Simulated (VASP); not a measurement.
# CuI (CsCl type) (Pm-3m) in VASP: notebook

CuI (CsCl type) is run at these levels: LDA; tasks: single point.

Everything below comes from runs of VASP 6.6.1. Logs are shortened: lines on timing, memory, paths and dates and some standing lists are left out, and cuts for length are marked.

### Step 1. The cell of the first run

It takes space group Pm-3m (No. 221, cubic). The conventional cell has a = 3.503 Å, b = 3.503 Å, c = 3.503 Å, α = 90.00°, β = 90.00°, γ = 90.00°. Cu (site symmetry m-3m) has 8 I at 3.03 Å and 6 Cu at 3.50 Å within 4.0 Å. I (site symmetry m-3m) has 8 Cu at 3.03 Å and 6 I at 3.50 Å within 4.0 Å.

### Step 2. Single point, LDA

File INCAR:

```
SYSTEM = CuI
PREC = Accurate
ENCUT = 520
EDIFF = 1E-7
ISMEAR = -1
SIGMA = 0.08
LREAL = .FALSE.
LASPH = .TRUE.
NELM = 60
ALGO = Normal
ISIF = 2
LWAVE = .FALSE.
LCHARG = .TRUE.
LELF = .TRUE.
LVHAR = .TRUE.
NBANDS = 16
```

File KPOINTS:

```
Automatic mesh
0
G
  13 13 13
  0 0 0
```

File POSCAR:

```
CuI
1.0
    3.5026350166      0.0000000000      0.0000000000
    0.0000000000      3.5026350166      0.0000000000
    0.0000000000      0.0000000000      3.5026350166
Cu I
1 1
Direct
    0.0000000000      0.0000000000      0.0000000000
    0.5000000000      0.5000000000      0.5000000000
```

Potentials or basis: VASP PAW LDA potentials, release 64 (Cu, I).

Run with:

```console
$ cat potpaw_LDA.64/Cu/POTCAR potpaw_LDA.64/I/POTCAR > POTCAR
$ mpirun -np 1 vasp_std > vasp.out
```

OUTCAR:

```text
SYSTEM = CuI
   PREC = Accurate
   ENCUT = 520
   EDIFF = 1E-7
   ISMEAR = -1
   LREAL = .FALSE.
   LASPH = .TRUE.
   NELM = 60
   ISIF = 2

 ion  position               nearest neighbor table
   1  0.000  0.000  0.000-   2 3.03   2 3.03   2 3.03   2 3.03   2 3.03   2 3.03   2 3.03   2 3.03

   2  0.500  0.500  0.500-   1 3.03   1 3.03   1 3.03   1 3.03   1 3.03   1 3.03   1 3.03   1 3.03

  LATTYP: Found a simple cubic cell.
 ALAT       =     3.5026350166

  Lattice vectors:

 A1 = (   3.5026350166,   0.0000000000,   0.0000000000)
 A2 = (   0.0000000000,   3.5026350166,   0.0000000000)
 A3 = (   0.0000000000,   0.0000000000,   3.5026350166)

Analysis of symmetry for initial positions (statically):
=====================================================================
 Subroutine PRICEL returns:
 Original cell was already a primitive cell.

 Routine SETGRP: Setting up the symmetry group for a
 simple cubic supercell.

 Subroutine GETGRP returns: Found 48 space group operations
 (whereof 48 operations were pure point group operations)
 out of a pool of 48 trial point group operations.

The static configuration has the point symmetry O_h .

Analysis of symmetry for dynamics (positions and initial velocities):
=====================================================================
 Subroutine PRICEL returns:
 Original cell was already a primitive cell.

 Routine SETGRP: Setting up the symmetry group for a
 simple cubic supercell.

 Subroutine GETGRP returns: Found 48 space group operations
 (whereof 48 operations were pure point group operations)
 out of a pool of 48 trial point group operations.

The dynamic configuration has the point symmetry O_h .

 Subroutine INISYM returns: Found 48 space group operations
 (whereof 48 operations are pure point group operations),
 and found     1 'primitive' translations

----------------------------------------------------------------------------------------

                                     Primitive cell

  volume of cell :      42.9719

  direct lattice vectors                    reciprocal lattice vectors
     3.502635017  0.000000000  0.000000000     0.285499344  0.000000000  0.000000000
     0.000000000  3.502635017  0.000000000     0.000000000  0.285499344  0.000000000
     0.000000000  0.000000000  3.502635017     0.000000000  0.000000000  0.285499344

  length of vectors
     3.502635017  3.502635017  3.502635017     0.285499344  0.285499344  0.285499344

  position of ions in fractional coordinates (direct lattice)
[... 74 lines left out ...]
   LNONCOLLINEAR =      F non collinear calculations
   LSORBIT =      F    spin-orbit coupling
   LASPH  =      T    aspherical Exc in radial PAW
   ENCUT  =  520.0 eV  38.22 Ry    6.18 a.u.   6.51  6.51  6.51*2*pi/ulx,y,z
   NELM   =     60;   NELMIN=  2; NELMDL= -5     # of ELM steps
   EDIFF  = 0.1E-06   stopping-criterion for ELM
   LREAL  =      F    real-space projection
   EDIFFG = 0.1E-05   stopping-criterion for IOM
   NSW    =      0    number of steps for IOM
   IBRION =     -1    ionic relax: 0-MD 1-quasi-New 2-CG
   NFREE  =      0    steps in history (QN), initial steepest desc. (CG)
   ISIF   =      2    stress and relaxation
   ISYM   =      2    0-nonsym 1-usesym 2-fastsym
   POTIM  = 0.5000    time-step for ionic-motion
   TEBEG  =    0.0;   TEEND  =   0.0 temperature during run
   PSTRESS=    0.0 pullay stress
   NELECT =      18.0000    total number of electrons
   NUPDOWN=      -1.0000    fix difference up-down
   EMIN   =  10.00;   EMAX   =-10.00  energy-range for DOS
   EFERMI =   0.00;   METHOD = LEGACY
   ISMEAR =    -1;   SIGMA  =   0.08  broadening in eV -4-tet -1-fermi 0-gaus
   EFERMI_NEDOS =   21; number of points for ismear=-14 and -15
   IALGO  =     38    algorithm
   IMIX   =      4    mixing-type and parameters
     AMIX     =   0.40;   BMIX     =  1.00
     AMIX_MAG =   1.60;   BMIX_MAG =  1.00
  volume/ion in A,a.u.               =      21.49       144.99
  Fermi-wavevector in a.u.,A,eV,Ry     =   1.224910  2.314744 20.414236  1.500404
  Thomas-Fermi vector in A             =   2.359967
   LORBIT       =      0    0 simple, 1 ext, 2 COOP (PROOUT), +10 PAW based schemes
   GGA     = CA    functional components
   LHFCALC =     F    Hartree Fock is set to
   AEXX    =    0.0000 exact exchange contribution
   IVDW    =     0    specifies the selected vdW correction
   LEPSILON=     F    determine dielectric tensor
   LRPA    =     F    only Hartree local field effects (RPA)
 non-spin polarized calculation
  energy-cutoff  :      520.00
  volume of cell :       42.97
 maximum number of plane-waves:      1189
 NGX is ok and might be reduce to    28
   NGX = 13   NGY = 13   NGZ = 13

 number of electron      18.0000018 magnetization

 Free energy of the ion-electron system (eV)
  ---------------------------------------------------
  ext. energy  EPLUGINS =         0.00000000
  ---------------------------------------------------
  free energy    TOTEN  =        -5.49783649 eV

  energy without entropy =       -5.46873192  energy(sigma->0) =       -5.48328421

 E-fermi :   7.0509     XC(G=0): -10.8307

 val. band max:        7.0261892231   @ k =   0.4615   0.3846   0.1538
 cond. band min:       7.0705132535   @ k =   0.4615   0.3077   0.0000
 fundamental gap:      0.0443240304
 Fermi energy:         7.0509082166

 k-point     1 :       0.0000    0.0000    0.0000
  band No.  band energies     occupation
      1      -7.6190      2.00000
      2       4.5749      2.00000
      3       4.5749      2.00000
      4       5.1105      2.00000
      5       5.1105      2.00000
      6       5.1105      2.00000
[... 433 lines left out ...]
      3       2.3975      2.00000
      4       4.6951      2.00000
      5       4.7514      2.00000
      6       4.9860      2.00000
[... 8 lines left out ...]
     15      17.7083      0.00000
     16      19.5472      0.00000

 [... further k-points ...]
[... 5 lines left out ...]
  --------------------------------------------------------------------------------------
  -------------------------------------------------------------------------------------
  Total       -0.1223874     -0.1223874     -0.1223874     -0.0000000     -0.0000000      0.0000000
  in kB       -4.5631265     -4.5631265     -4.5631265     -0.0000000     -0.0000000      0.0000000
  external PRESSURE =      -4.5631265 kB  Pullay stress =       0.0000000 kB

 VOLUME and BASIS-vectors are now :
 -----------------------------------------------------------------------------
  energy-cutoff  :      520.00
  volume of cell :       42.97
      direct lattice vectors                 reciprocal lattice vectors
     3.502635017  0.000000000  0.000000000     0.285499344  0.000000000  0.000000000
     0.000000000  3.502635017  0.000000000     0.000000000  0.285499344  0.000000000
     0.000000000  0.000000000  3.502635017     0.000000000  0.000000000  0.285499344

 POSITION                                       TOTAL-FORCE (eV/Angst)
 -----------------------------------------------------------------------------------
      0.00000      0.00000      0.00000         0.000000      0.000000      0.000000
      1.75132      1.75132      1.75132         0.000000      0.000000      0.000000
 -----------------------------------------------------------------------------------
    total drift:                               -0.000000      0.000000     -0.000000

  FREE ENERGIE OF THE ION-ELECTRON SYSTEM (eV)
  ---------------------------------------------------
  free  energy   TOTEN  =        -5.4978364908 eV

  energy  without entropy=       -5.4687319242  energy(sigma->0) =       -5.48328421
```

OSZICAR:

```text
N       E                     dE             d eps       ncg     rms          rms(c)
DAV:   1     0.948353526954E+02    0.94835E+02   -0.81055E+03  2744   0.132E+03
DAV:   2     0.408572689905E+00   -0.94427E+02   -0.86971E+02  2848   0.239E+02
DAV:   3    -0.569536266065E+01   -0.61039E+01   -0.58865E+01  3688   0.628E+01
DAV:   4    -0.585320587656E+01   -0.15784E+00   -0.15778E+00  3304   0.886E+00
DAV:   5    -0.585858445942E+01   -0.53786E-02   -0.53785E-02  4112   0.172E+00    0.947E+00
DAV:   6    -0.591738453200E+01   -0.58800E-01   -0.45426E+00  2936   0.625E+01    0.644E+00
DAV:   7    -0.549814613010E+01    0.41924E+00   -0.14556E+00  3360   0.403E+01    0.314E+00
DAV:   8    -0.550596392109E+01   -0.78178E-02   -0.92281E-02  3944   0.590E+00    0.104E+00
DAV:   9    -0.549777139411E+01    0.81925E-02   -0.28679E-02  3432   0.520E+00    0.170E-01
DAV:  10    -0.549849521895E+01   -0.72382E-03   -0.26700E-03  3680   0.172E+00    0.236E-01
DAV:  11    -0.549782101837E+01    0.67420E-03   -0.20100E-03  3272   0.142E+00    0.343E-02
DAV:  12    -0.549783717590E+01   -0.16158E-04   -0.14617E-04  3544   0.952E-02    0.381E-02
DAV:  13    -0.549783743110E+01   -0.25520E-06   -0.49581E-06  3872   0.147E-02    0.285E-02
DAV:  14    -0.549783669078E+01    0.74032E-06   -0.13381E-06  3808   0.313E-02    0.301E-02
DAV:  15    -0.549783648884E+01    0.20194E-06   -0.55539E-07  4088   0.247E-02    0.143E-03
DAV:  16    -0.549783649078E+01   -0.19393E-08   -0.67531E-08  1800   0.260E-03
   1 F= -.54978365E+01 E0= -.54832842E+01  d E =-.291046E-01
```

Run time: 2 min. Hardware: 1 thread of AMD EPYC 7R13, shared host; peak memory 0.16 GiB.

What came out:

| Property | Result |
| --- | --- |
| Free energy | -5.4978 eV |
| Pressure | -0.5 GPa |
| Band gap on the k mesh | zero (bands 9 and 10 overlap by 0.59 eV) |

Levels at points of the mesh, in eV from the Fermi level:
| k point | band 6 | band 7 | band 8 | band 9 | band 10 | band 11 | band 12 | band 13 |
| --- | --- | --- | --- | --- | --- | --- | --- | --- |
| (0.00, 0.00, 0.00) | -1.94 | -1.76 | -1.76 | -1.76 | -0.16 | 5.34 | 5.34 | 10.92 |

Caveat: spin-orbit coupling is left out, which moves the levels of the heavy elements.

### Step 3. Single point, LDA

File INCAR:

```
SYSTEM = CuI
  ALGO = Normal
  EDIFF = 1E-6
  ENCUT = 520
  GGA = CA
  ISIF = 2
  ISMEAR = -1
  LASPH = .TRUE.
  LCHARG = .TRUE.
  LELF = .TRUE.
  LREAL = .FALSE.
  LVHAR = .TRUE.
  LWAVE = .FALSE.
  NBANDS = 16
  NELM = 100
  PREC = Accurate
  SIGMA = 0.08
```

File KPOINTS:

```
k-points
0
G
  13 13 13
  0 0 0
```

POSCAR is that of step 2.

Potentials or basis: VASP PAW LDA potentials, release 64 (Cu, I).

Run with:

```console
$ cat potpaw_LDA.64/Cu/POTCAR potpaw_LDA.64/I/POTCAR > POTCAR
$ mpirun -np 1 vasp_std > vasp.out
```

OUTCAR:

```text
SYSTEM = CuI
   EDIFF = 1E-6
   ENCUT = 520
   GGA = CA
   ISIF = 2
   ISMEAR = -1
   LASPH = .TRUE.
   LREAL = .FALSE.
   NELM = 100
   PREC = Accurate

 ion  position               nearest neighbor table
   1  0.000  0.000  0.000-   2 3.03   2 3.03   2 3.03   2 3.03   2 3.03   2 3.03   2 3.03   2 3.03

   2  0.500  0.500  0.500-   1 3.03   1 3.03   1 3.03   1 3.03   1 3.03   1 3.03   1 3.03   1 3.03

  LATTYP: Found a simple cubic cell.
 ALAT       =     3.5026350166

  Lattice vectors:

 A1 = (   3.5026350166,   0.0000000000,   0.0000000000)
 A2 = (   0.0000000000,   3.5026350166,   0.0000000000)
 A3 = (   0.0000000000,   0.0000000000,   3.5026350166)

Analysis of symmetry for initial positions (statically):
=====================================================================
 Subroutine PRICEL returns:
 Original cell was already a primitive cell.

 Routine SETGRP: Setting up the symmetry group for a
 simple cubic supercell.

 Subroutine GETGRP returns: Found 48 space group operations
 (whereof 48 operations were pure point group operations)
 out of a pool of 48 trial point group operations.

The static configuration has the point symmetry O_h .

[... 154 lines left out ...]
  ext. energy  EPLUGINS =         0.00000000
  ---------------------------------------------------
  free energy    TOTEN  =        -5.49783743 eV

  energy without entropy =       -5.46872520  energy(sigma->0) =       -5.48328132

 E-fermi :   7.0516     XC(G=0): -10.8306

 val. band max:        7.0269940311   @ k =   0.4615   0.3846   0.1538
 cond. band min:       7.0708258355   @ k =   0.4615   0.3077   0.0000
 fundamental gap:      0.0438318044
 Fermi energy:         7.0515579930

 k-point     1 :       0.0000    0.0000    0.0000
  band No.  band energies     occupation
      1      -7.6191      2.00000
      2       4.5772      2.00000
      3       4.5772      2.00000
      4       5.1131      2.00000
      5       5.1131      2.00000
      6       5.1131      2.00000
[... 433 lines left out ...]
      3       2.3975      2.00000
      4       4.6972      2.00000
      5       4.7537      2.00000
      6       4.9886      2.00000
[... 8 lines left out ...]
     15      17.7084      0.00000
     16      19.5471      0.00000

 [... further k-points ...]
[... 5 lines left out ...]
  --------------------------------------------------------------------------------------
  -------------------------------------------------------------------------------------
  Total       -0.2253791     -0.2253791     -0.2253791      0.0000000      0.0000000     -0.0000000
  in kB       -8.4031015     -8.4031015     -8.4031015      0.0000000      0.0000000     -0.0000000
  external PRESSURE =      -8.4031015 kB  Pullay stress =       0.0000000 kB

 VOLUME and BASIS-vectors are now :
 -----------------------------------------------------------------------------
  energy-cutoff  :      520.00
  volume of cell :       42.97
      direct lattice vectors                 reciprocal lattice vectors
     3.502635017  0.000000000  0.000000000     0.285499344  0.000000000  0.000000000
     0.000000000  3.502635017  0.000000000     0.000000000  0.285499344  0.000000000
     0.000000000  0.000000000  3.502635017     0.000000000  0.000000000  0.285499344

 POSITION                                       TOTAL-FORCE (eV/Angst)
 -----------------------------------------------------------------------------------
      0.00000      0.00000      0.00000         0.000000      0.000000      0.000000
      1.75132      1.75132      1.75132         0.000000      0.000000      0.000000
 -----------------------------------------------------------------------------------
    total drift:                               -0.000000      0.000000     -0.000000

  FREE ENERGIE OF THE ION-ELECTRON SYSTEM (eV)
  ---------------------------------------------------
  free  energy   TOTEN  =        -5.4978374306 eV

  energy  without entropy=       -5.4687252028  energy(sigma->0) =       -5.48328132
```

Wall time 1.7 min (1 thread of AMD EPYC 7R13, shared host); peak memory 0.16 GiB.

Results:

| Property | Result |
| --- | --- |
| Free energy | -5.4978 eV |
| Pressure | -0.8 GPa |
| Band gap on the k mesh | zero (bands 9 and 10 overlap by 0.59 eV) |

Caveat: spin-orbit coupling is left out, which moves the levels of the heavy elements.

The gap in the log of VASP goes by the Fermi energy; the results here count the filled bands.